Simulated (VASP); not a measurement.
Set up this calculation in VASP 6.6.1, as the native input.

| Quantity | Value |
| --- | --- |
| Task | single point |
| Functional | r2SCAN |
| Potentials or basis | VASP PAW PBE potentials, release 64 (Cd, F) |
| Cutoff | 520 eV |
| k mesh | 8 × 8 × 8 |
| Occupations | gaussian, width 0.01 eV |
| Spin | no spin polarisation |
| Dipole correction | no |
| Further INCAR settings | ALGO = Normal; EDIFF = 1e-07; NBANDS = 20 |

Crystal: CdF2.

```xyz
3
Lattice="0.0000 2.6826 2.6826 2.7558 0.0000 2.6826 2.7558 2.6826 0.0000" Properties=species:S:1:pos:R:3 pbc="T T T"
Cd    0.0000    0.0000    0.0000
F     1.3779    1.3413    1.3413
F     4.1337    4.0239    4.0239
```

This cell differs from its parent crystal: uniaxial x strain +2.7%.

These files were run (other wordings do the same):

POSCAR

```
CdF2
1.0
    0.0000000000      2.6825809990      2.6825809990
    2.7558154603      0.0000000000      2.6825809990
    2.7558154603      2.6825809990      0.0000000000
Cd F
1 2
Direct
    0.0000000000      0.0000000000      0.0000000000
    0.2500000000      0.2500000000      0.2500000000
    0.7500000000      0.7500000000      0.7500000000
```

INCAR.step1

```
PREC = Accurate
ENCUT = 520
ISMEAR = 0
SIGMA = 0.01
LREAL = F
LASPH = T
NELM = 60
NBANDS = 20
GGA = PE
ALGO = Normal
EDIFF = 1E-4
LWAVE = T
LCHARG = F
```

INCAR.step2

```
PREC = Accurate
ENCUT = 520
EDIFF = 1E-7
ISMEAR = 0
SIGMA = 0.01
LREAL = F
LASPH = T
NELM = 60
ALGO = Normal
ISIF = 2
LWAVE = F
LCHARG = F
METAGGA = R2SCAN
LMIXTAU = T
NBANDS = 20
ISTART = 1
```

KPOINTS

```
Automatic mesh
0
Gamma
  8 8 8
```

Potentials or basis: VASP PAW PBE potentials, release 64 (Cd, F).

The run is started by

```console
$ cat potpaw_PBE.64/Cd/POTCAR potpaw_PBE.64/F/POTCAR > POTCAR
$ cp INCAR.step1 INCAR
$ mpirun -np 1 vasp_std > vasp.out
$ cp INCAR.step2 INCAR
$ mpirun -np 1 vasp_std > vasp.out
```

Results of the run:

| Quantity | Value |
| --- | --- |
| Pressure | -0.6 GPa |
| Band gap on the k mesh | 3.67 eV (least direct gap 4.16 eV) |

Caveat: the cell differs from its parent crystal (uniaxial x strain +2.7%); the PAW data sets were made with another functional, which shifts forces and pressure a little.

Wall time 6.3 min on 1 thread of Intel Xeon 8259CL (shared host), peak memory 0.19 GiB.
